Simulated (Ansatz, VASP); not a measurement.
## SiC in VASP and in Ansatz

The input INCAR:

```
ALGO     = Normal         # electronic algorithm
EDIFF    = 1E-6           # SCF threshold, eV
EDIFFG   = -0.002         # ionic threshold
ENCUT    = 520            # plane-wave cutoff, eV
GGA      = PS             # functional
IBRION   = 2              # ionic algorithm
ISIF     = 2              # what is computed and relaxed
ISMEAR   = 0              # smearing method
LASPH    = True           # aspherical terms in the spheres
LCHARG   = False          # write CHGCAR
LREAL    = False          # projectors in reciprocal space
LWAVE    = False          # write WAVECAR
NELM     = 60             # most SCF steps
NSW      = 50             # ionic steps
PREC     = Accurate       # precision mode
SIGMA    = 0.01           # smearing width, eV
```

Contents of KPOINTS:

```
k-points
0
Gamma
  10 10 10
```

The input POSCAR:

```
SiC
1.0
   -0.0108920594      2.1729658409      2.1729658409
    2.1729658409     -0.0108920594      2.1729658409
    2.1729658409      2.1729658409     -0.0108920594
Si C
1 1
Direct
    0.0000000000      0.0000000000      0.0000000000
    0.7500000000      0.7500000000      0.7500000000
```

Input for Ansatz:

```yaml
crystal:
  lattice:
    - [-0.01089205935, 2.17296584086, 2.17296584086]
    - [2.17296584086, -0.01089205935, 2.17296584086]
    - [2.17296584086, 2.17296584086, -0.01089205935]
  atoms:
    - { symbol: Si, position: [0.0, 0.0, 0.0] }
    - { symbol: C, position: [0.75, 0.75, 0.75] }
kpoints:
  mp_grid: { grid: [10, 10, 10] }
scf:
  occupations: { method: fixed }
  convergence: { dr2_threshold: 1.0e-10 }
hamiltonian:
  xc: pbesol
  pseudopotentials: { kind: all_electron, lapw: { basis_error: 0.0005 } }
output:
  forces: true
  stress: true
  eigenstates:
    kpoints:
      - [0.0, 0.0, 0.0]
      - [0.0, -0.5, -0.5]
      - [-0.5, 0.0, -0.5]
      - [-0.5, -0.5, 0.0]
      - [0.0, 0.5, 0.0]
      - [0.5, 0.0, 0.0]
      - [0.0, 0.0, 0.5]
      - [0.5, 0.5, 0.5]
relax:
  f_tol: 0.002
  max_steps: 30
```

Change from the starting cell: equal xy, yz and zx engineering shears of -0.5 %.

Alike in both runs: task relaxation of the atoms; functional PBEsol; k mesh 10 × 10 × 10; no spin polarisation.

|  | VASP | Ansatz |
| --- | --- | --- |
| version | VASP 6.6.1 | Ansatz 0.2.0 |
| potentials or method | VASP PAW PBE potentials, release 64 (Si, C), cutoff 520 eV | all-electron LAPW, scalar-relativistic |
| occupations | gaussian, width 0.01 eV | fixed |

|  | VASP | Ansatz | Ansatz less VASP |
| --- | --- | --- | --- |
| gap on the k mesh at the Fermi level, each at its own relaxed structure (eV) | 1.18 | 1.19 | +0.012 |

VASP's potentials were made for PBE, not for PBEsol. Ansatz ran all-electron here, and VASP with PAW potentials.
